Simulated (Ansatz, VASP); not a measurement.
Pt: VASP beside Ansatz

File INCAR:

```
ALGO = Normal
EDIFF = 1E-6
ENCUT = 520
GGA = RE
ISIF = 2
ISMEAR = -1
LASPH = T
LCHARG = T
LELF = T
LREAL = F
LVHAR = T
LWAVE = F
NBANDS = 28
NELM = 60
PREC = Accurate
SIGMA = 0.1
```

KPOINTS

```
k-points
0
Gamma
  15 15 4
```

File POSCAR:

```
Pt
1.0
    2.8021087789      0.0000000000      0.0000000000
   -1.4010543895      2.4266973867      0.0000000000
    0.0000000000      0.0000000000      9.3585944634
Pt
4
Direct
    1.0000000000      1.0000000000      0.0000000000
    1.0000000000      1.0000000000      0.5000000000
    0.3333333333      0.6666666667      0.2500000000
    0.6666666667      0.3333333333      0.7500000000
```

Input for Ansatz:

```yaml
crystal:
  lattice:
    - [2.8021087789, 0.0, 0.0]
    - [-1.4010543895, 2.4266973867, 0.0]
    - [0.0, 0.0, 9.3585944634]
  atoms:
    - { symbol: Pt, position: [1.0, 1.0, 0.0] }
    - { symbol: Pt, position: [1.0, 1.0, 0.5] }
    - { symbol: Pt, position: [0.3333333333, 0.6666666667, 0.25] }
    - { symbol: Pt, position: [0.6666666667, 0.3333333333, 0.75] }
hamiltonian:
  xc: revpbe
  pseudopotentials:
    kind: paw
    azcp:
      Pt: "pseudopotentials/Pt.paw.azcp"
basis:
  ecutwfc: 420
  fft_grid_basis: typed
kpoints:
  mp_grid: { grid: [15, 15, 4], shift: [0, 0, 0] }
magnetization:
  spin_polarized: false
scf:
  occupations: { method: fermi_dirac, width: 0.1 }
  lower_state_search: "off"
output:
  stress: true
```

Alike in both runs: task single point; functional revPBE; k mesh 15 × 15 × 4; occupations fermi-dirac, width 0.1 eV; no spin polarisation.

|  | VASP | Ansatz |
| --- | --- | --- |
| version | VASP 6.6.1 | Ansatz 0.2.0 |
| potentials or method | VASP PAW PBE potentials, release 64 (Pt), cutoff 520 eV | plane waves (420 eV) with PAW, scalar-relativistic |
| valence electrons in the cell | 40 | 72 |

VASP gave:

```
pressure (GPa)                                                : -0.5
traceless stress, the component that is largest in VASP (GPa) : 0.20
```

Q: Estimate Ansatz's values.

A: Pressure (GPa): 0.0; traceless stress, the component that is largest in VASP (GPa): 0.23.

VASP's potentials were made for PBE, not for revPBE. VASP's potentials hold 40 valence electrons a cell and Ansatz's 72, so a difference there can come from the potentials and not from the codes.

Spin-orbit coupling is off throughout.
